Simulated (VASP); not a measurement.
A run of VASP 6.6.1 is set up as follows.

The input INCAR:

```
PREC = Accurate
ENCUT = 600
EDIFF = 1E-6
ISMEAR = 0
SIGMA = 0.1
LREAL = False
LASPH = True
NELM = 80
ALGO = Normal
ISIF = 3
LWAVE = False
LCHARG = False
GGA = PE
IBRION = 2
NSW = 100
EDIFFG = -0.01
```

File KPOINTS:

```
regular mesh
0
Gamma
  18 18 10
```

The input POSCAR:

```
TiAl
1.0
    2.8672622327      0.0000000000      0.0000000000
   -1.4336311163      2.4831219328      0.0000000000
    0.0000000000      0.0000000000      4.6780830000
Ti Al
1 1
Direct
    0.0000000000      0.0000000000      0.0000000000
    0.3333333300      0.6666666700      0.5000000000
```

Potentials or basis: VASP PAW PBE potentials, release 64 (Ti_sv, Al).

Run with:

```console
$ cat potpaw_PBE.64/Ti_sv/POTCAR potpaw_PBE.64/Al/POTCAR > POTCAR
$ mpirun -np 1 vasp_std > vasp.out
```

(1) What does it give for the relaxed cell?

(2) Predict the space group after relaxing (to 0.1 Å).

(3) Predict the relaxed volume.

(4) What does it give for the band gap on the k mesh?

Answers

(1) a = 2.880 Å, b = 2.880 Å, c = 4.651 Å, α = 90.00°, β = 90.00°, γ = 120.00°.

(2) P-6m2 (No. 187).

(3) 16.71 Å³/atom.

(4) zero (an odd number of electrons rules out a gap without spin polarisation).
